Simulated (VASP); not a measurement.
# In3Sb (Pm-3m) in VASP: further runs

In3Sb is run at these levels: PBEsol; tasks: single point.

All numbers are computed with VASP 6.6.1; they aren't measurements. Logs are shortened: lines on timing, memory, paths and dates and some standing lists are left out, and cuts for length are marked.

### 1 The cell of the first run

The structure is cubic, space group Pm-3m (No. 221). The conventional cell has a = 4.837 Å, b = 4.837 Å, c = 4.837 Å, α = 90.00°, β = 90.00°, γ = 90.00°. In (site symmetry 4/mmm) has 8 In at 3.42 Å and 4 Sb at 3.42 Å within 4.5 Å. Sb (site symmetry m-3m) has 12 In at 3.42 Å within 4.5 Å.

### 2 Single point, PBEsol

INCAR

```
PREC = Accurate
ENCUT = 520
EDIFF = 1E-6
ISMEAR = 0
SIGMA = 0.1
LREAL = F
LASPH = T
NELM = 100
ALGO = Normal
ISIF = 2
LWAVE = F
LCHARG = F
GGA = PS
NBANDS = 30
```

KPOINTS

```
Automatic mesh
0
Gamma
  4 4 4
  0.5 0.5 0.5
```

POSCAR

```
In3Sb
1.0
    4.8369620000      0.0000000000      0.0000000000
    0.0000000000      4.8369620000      0.0000000000
    0.0000000000      0.0000000000      4.8369620000
In Sb
3 1
Direct
    0.5000000000      0.5000000000      0.0000000000
    0.5000000000      0.0000000000      0.5000000000
    0.0000000000      0.5000000000      0.5000000000
    0.0000000000      0.0000000000      0.0000000000
```

Potentials or basis: VASP PAW PBE potentials, release 64 (In_d, Sb).

The run is started by

```
$ cat potpaw_PBE.64/In_d/POTCAR potpaw_PBE.64/Sb/POTCAR > POTCAR
$ mpirun -np 1 vasp_std > vasp.out
```

OUTCAR:

```text
PREC = Accurate
   ENCUT = 520
   EDIFF = 1E-6
   ISMEAR = 0
   LREAL = F
   LASPH = T
   NELM = 100
   ISIF = 2
   GGA = PS

 ion  position               nearest neighbor table
   1  0.500  0.500  0.000-   2 3.42   3 3.42   4 3.42   2 3.42   3 3.42   2 3.42   4 3.42   2 3.42
                             3 3.42   4 3.42   3 3.42   4 3.42
   2  0.500  0.000  0.500-   1 3.42   3 3.42   4 3.42   1 3.42   4 3.42   1 3.42   3 3.42   1 3.42
                             3 3.42   4 3.42   4 3.42   3 3.42
   3  0.000  0.500  0.500-   1 3.42   2 3.42   4 3.42   1 3.42   4 3.42   2 3.42   4 3.42   4 3.42
                             1 3.42   2 3.42   1 3.42   2 3.42
   4  0.000  0.000  0.000-   1 3.42   2 3.42   3 3.42   2 3.42   3 3.42   1 3.42   3 3.42   3 3.42
                             1 3.42   2 3.42   2 3.42   1 3.42

  LATTYP: Found a simple cubic cell.
 ALAT       =     4.8369620000

  Lattice vectors:

 A1 = (   4.8369620000,   0.0000000000,   0.0000000000)
 A2 = (   0.0000000000,   4.8369620000,   0.0000000000)
 A3 = (   0.0000000000,   0.0000000000,   4.8369620000)

Analysis of symmetry for initial positions (statically):
=====================================================================
 Subroutine PRICEL returns:
 Original cell was already a primitive cell.

 Routine SETGRP: Setting up the symmetry group for a
 simple cubic supercell.

 Subroutine GETGRP returns: Found 48 space group operations
 (whereof 48 operations were pure point group operations)
 out of a pool of 48 trial point group operations.

The static configuration has the point symmetry O_h .

Analysis of symmetry for dynamics (positions and initial velocities):
=====================================================================
 Subroutine PRICEL returns:
 Original cell was already a primitive cell.

 Routine SETGRP: Setting up the symmetry group for a
 simple cubic supercell.

 Subroutine GETGRP returns: Found 48 space group operations
 (whereof 48 operations were pure point group operations)
 out of a pool of 48 trial point group operations.

The dynamic configuration has the point symmetry O_h .

 Subroutine INISYM returns: Found 48 space group operations
 (whereof 48 operations are pure point group operations),
 and found     1 'primitive' translations

----------------------------------------------------------------------------------------

                                     Primitive cell

  volume of cell :     113.1665

  direct lattice vectors                    reciprocal lattice vectors
     4.836962000  0.000000000  0.000000000     0.206741339  0.000000000  0.000000000
     0.000000000  4.836962000  0.000000000     0.000000000  0.206741339  0.000000000
     0.000000000  0.000000000  4.836962000     0.000000000  0.000000000  0.206741339

  length of vectors
     4.836962000  4.836962000  4.836962000     0.206741339  0.206741339  0.206741339

  position of ions in fractional coordinates (direct lattice)
     0.500000000  0.500000000  0.000000000
     0.500000000  0.000000000  0.500000000
     0.000000000  0.500000000  0.500000000
     0.000000000  0.000000000  0.000000000

  ion indices of the primitive-cell ions
   primitive index   ion index
                 1           1
                 2           2
                 3           3
                 4           4

----------------------------------------------------------------------------------------

 KPOINTS: Automatic mesh

Automatic generation of k-mesh.
 Grid dimensions read from file:
 generate k-points for:    4    4    4

 Generating k-lattice:

  Cartesian coordinates                     Fractional coordinates (reciprocal lattice)
     0.051685335  0.000000000  0.000000000     0.250000000  0.000000000  0.000000000
     0.000000000  0.051685335  0.000000000     0.000000000  0.250000000  0.000000000
     0.000000000  0.000000000  0.051685335     0.000000000  0.000000000  0.250000000

  Length of vectors
     0.051685335  0.051685335  0.051685335

  Shift w.r.t. Gamma in fractional coordinates (k-lattice)
     0.500000000  0.500000000  0.500000000

 Subroutine IBZKPT returns following result:
 ===========================================

 Found      4 irreducible k-points:

 Following reciprocal coordinates:
            Coordinates               Weight
  0.125000  0.125000  0.125000      8.000000
  0.375000  0.125000  0.125000     24.000000
  0.375000  0.375000  0.125000     24.000000
  0.375000  0.375000  0.375000      8.000000
   k-points           NKPTS =      4   k-points in BZ     NKDIM =      4   number of bands    NBANDS=     30
   number of dos      NEDOS =    301   number of ions     NIONS =      4
   total plane-waves  NPLWV =  46656
   dimension x,y,z NGX =    36 NGY =   36 NGZ =   36
   dimension x,y,z NGXF=    72 NGYF=   72 NGZF=   72
   ions per type =               3   1
   NGX,Y,Z   is equivalent  to a cutoff of  12.37, 12.37, 12.37 a.u.
   NGXF,Y,Z  is equivalent  to a cutoff of  24.75, 24.75, 24.75 a.u.
 SYSTEM =  unknown system
   PREC   = accura    normal or accurate (medium, high low for compatibility)
   ISTART =      0    job   : 0-new  1-cont  2-samecut
   ICHARG =      2    charge: 1-file 2-atom 10-const
   ISPIN  =      1    spin polarized calculation?
   LNONCOLLINEAR =      F non collinear calculations
   LSORBIT =      F    spin-orbit coupling
   LASPH  =      T    aspherical Exc in radial PAW
   ENCUT  =  520.0 eV  38.22 Ry    6.18 a.u.   8.99  8.99  8.99*2*pi/ulx,y,z
   NELM   =    100;   NELMIN=  2; NELMDL= -5     # of ELM steps
   EDIFF  = 0.1E-05   stopping-criterion for ELM
   LREAL  =      F    real-space projection
   EDIFFG = 0.1E-04   stopping-criterion for IOM
   NSW    =      0    number of steps for IOM
   IBRION =     -1    ionic relax: 0-MD 1-quasi-New 2-CG
   NFREE  =      0    steps in history (QN), initial steepest desc. (CG)
   ISIF   =      2    stress and relaxation
   ISYM   =      2    0-nonsym 1-usesym 2-fastsym
   POTIM  = 0.5000    time-step for ionic-motion
   TEBEG  =    0.0;   TEEND  =   0.0 temperature during run
   PSTRESS=    0.0 pullay stress
   NELECT =      44.0000    total number of electrons
   NUPDOWN=      -1.0000    fix difference up-down
   EMIN   =  10.00;   EMAX   =-10.00  energy-range for DOS
   EFERMI =   0.00;   METHOD = LEGACY
   ISMEAR =     0;   SIGMA  =   0.10  broadening in eV -4-tet -1-fermi 0-gaus
   EFERMI_NEDOS =   21; number of points for ismear=-14 and -15
   IALGO  =     38    algorithm
   IMIX   =      4    mixing-type and parameters
     AMIX     =   0.40;   BMIX     =  1.00
     AMIX_MAG =   1.60;   BMIX_MAG =  1.00
  volume/ion in A,a.u.               =      28.29       190.92
  Fermi-wavevector in a.u.,A,eV,Ry     =   1.194867  2.257972 19.425148  1.427708
  Thomas-Fermi vector in A             =   2.330847
   LORBIT       =      0    0 simple, 1 ext, 2 COOP (PROOUT), +10 PAW based schemes
   GGA     = PS    functional components
   LHFCALC =     F    Hartree Fock is set to
   AEXX    =    0.0000 exact exchange contribution
   IVDW    =     0    specifies the selected vdW correction
   LEPSILON=     F    determine dielectric tensor
   LRPA    =     F    only Hartree local field effects (RPA)
 non-spin polarized calculation
 Gauss-broadening in eV      SIGMA  =   0.10
  energy-cutoff  :      520.00
  volume of cell :      113.17
 maximum number of plane-waves:      3062
 NGX is ok and might be reduce to    36
   NGX = 17   NGY = 17   NGZ = 17

 number of electron      43.9999994 magnetization

 Free energy of the ion-electron system (eV)
  ---------------------------------------------------
  ext. energy  EPLUGINS =         0.00000000
  ---------------------------------------------------
  free energy    TOTEN  =       -13.44445730 eV

  energy without entropy =      -13.41838050  energy(sigma->0) =      -13.43141890

 E-fermi :   6.2207     XC(G=0): -10.0497

 val. band max:        6.1676569198   @ k =   0.3750   0.1250   0.1250
 cond. band min:       7.2406533840   @ k =   0.3750   0.3750   0.1250
 fundamental gap:      1.0729964641
 Fermi energy:         6.2207071278

 k-point     1 :       0.1250    0.1250    0.1250
  band No.  band energies     occupation
      1      -7.7692      2.00000
      2      -7.7521      2.00000
      3      -7.7521      2.00000
      4      -7.7431      2.00000
      5      -7.6438      2.00000
      6      -7.6438      2.00000
[... 22 lines left out ...]
     29      12.8618      0.00000
     30      13.2777      0.00000

 k-point     2 :       0.3750    0.1250    0.1250
  band No.  band energies     occupation
      1      -7.7473      2.00000
      2      -7.6994      2.00000
      3      -7.6759      2.00000
      4      -7.6613      2.00000
      5      -7.6362      2.00000
      6      -7.5940      2.00000
[... 22 lines left out ...]
     29      11.1143      0.00000
     30      13.1668      0.00000

 k-point     3 :       0.3750    0.3750    0.1250
  band No.  band energies     occupation
      1      -7.7028      2.00000
      2      -7.6830      2.00000
      3      -7.6566      2.00000
      4      -7.6495      2.00000
      5      -7.6462      2.00000
      6      -7.6060      2.00000
[... 22 lines left out ...]
     29      11.8056      0.00000
     30      12.1740      0.00000

 k-point     4 :       0.3750    0.3750    0.3750
  band No.  band energies     occupation
      1      -7.7242      2.00000
      2      -7.6993      2.00000
      3      -7.6785      2.00000
      4      -7.6785      2.00000
      5      -7.6508      2.00000
      6      -7.6508      2.00000
[... 22 lines left out ...]
     29      13.5061      0.00000
     30      14.2914      0.00000

------------------------ aborting loop because EDIFF is reached ----------------------------------------

  FORCE on cell =-STRESS in cart. coord.  units (eV):
  Direction    XX          YY          ZZ          XY          YZ          ZX
  --------------------------------------------------------------------------------------
  -------------------------------------------------------------------------------------
  Total       -1.9545927     -1.9545927     -1.9545927     -0.0000000      0.0000000      0.0000000
  in kB      -27.6725274    -27.6725274    -27.6725274     -0.0000000      0.0000000      0.0000000
  external PRESSURE =     -27.6725274 kB  Pullay stress =       0.0000000 kB

 VOLUME and BASIS-vectors are now :
 -----------------------------------------------------------------------------
  energy-cutoff  :      520.00
  volume of cell :      113.17
      direct lattice vectors                 reciprocal lattice vectors
     4.836962000  0.000000000  0.000000000     0.206741339  0.000000000  0.000000000
     0.000000000  4.836962000  0.000000000     0.000000000  0.206741339  0.000000000
     0.000000000  0.000000000  4.836962000     0.000000000  0.000000000  0.206741339

 POSITION                                       TOTAL-FORCE (eV/Angst)
 -----------------------------------------------------------------------------------
      2.41848      2.41848      0.00000         0.000000      0.000000      0.000000
      2.41848      0.00000      2.41848         0.000000      0.000000      0.000000
      0.00000      2.41848      2.41848         0.000000      0.000000      0.000000
      0.00000      0.00000      0.00000         0.000000      0.000000      0.000000
 -----------------------------------------------------------------------------------
    total drift:                                0.000000      0.000000      0.000000

  FREE ENERGIE OF THE ION-ELECTRON SYSTEM (eV)
  ---------------------------------------------------
  free  energy   TOTEN  =       -13.4444572960 eV

  energy  without entropy=      -13.4183805005  energy(sigma->0) =      -13.43141890
```

Wall time 26 s (1 thread of Intel Xeon 8259CL, shared host); peak memory 0.2 GiB.

What came out:

```yaml
Free_energy: -13.4445 eV
Pressure: -2.8 GPa
Band_gap_on_the_k_mesh: zero (bands 22 and 23 overlap by 0.61 eV)
```

Caveat: semilocal functionals underestimate gaps, so a narrow gap can read as zero; the PAW data sets were made with another functional, which shifts forces and pressure a little; spin-orbit coupling is left out, which moves the levels of the heavy elements.

### 3 Single point, PBEsol

INCAR

```
SYSTEM = In3Sb
ALGO     = Normal         ! electronic algorithm
EDIFF    = 1E-6           ! SCF threshold, eV
ENCUT    = 520            ! plane-wave cutoff, eV
GGA      = PS             ! functional
ISIF     = 2              ! what is computed and relaxed
ISMEAR   = 0              ! smearing method
LASPH    = .TRUE.         ! aspherical terms in the spheres
LCHARG   = .FALSE.        ! write CHGCAR
LREAL    = .FALSE.        ! projectors in reciprocal space
LWAVE    = .FALSE.        ! write WAVECAR
NBANDS   = 30             ! bands
NELM     = 80             ! most SCF steps
PREC     = Accurate       ! precision mode
SIGMA    = 0.01           ! smearing width, eV
```

KPOINTS

```
k-points
0
G
  5 5 5
  0 0 0
```

POSCAR is that of step 2.

Potentials or basis: VASP PAW PBE potentials, release 64 (In_d, Sb).

The run is started by

```
$ cat potpaw_PBE.64/In_d/POTCAR potpaw_PBE.64/Sb/POTCAR > POTCAR
$ mpirun -np 1 vasp_std > vasp.out
```

It took 50 s on 1 thread of Intel Xeon 8259CL, shared host; peak memory 0.21 GiB.

Results (log left out):

* Free energy: -13.2192 eV
* Pressure: -2.0 GPa
* Band gap on the k mesh: zero (bands 22 and 23 overlap by 2.10 eV)

Levels at points of the mesh, in eV from the Fermi level:
```csv
k point,band 19,band 20,band 21,band 22,band 23,band 24,band 25,band 26
"(0.00, 0.00, 0.00)",-2.83,-2.83,-2.41,-2.41,2.25,2.25,2.25,3.79
```

Caveat: the PAW data sets were made with another functional, which shifts forces and pressure a little; spin-orbit coupling is left out, which moves the levels of the heavy elements.

(Continued in part 2 of 2.)
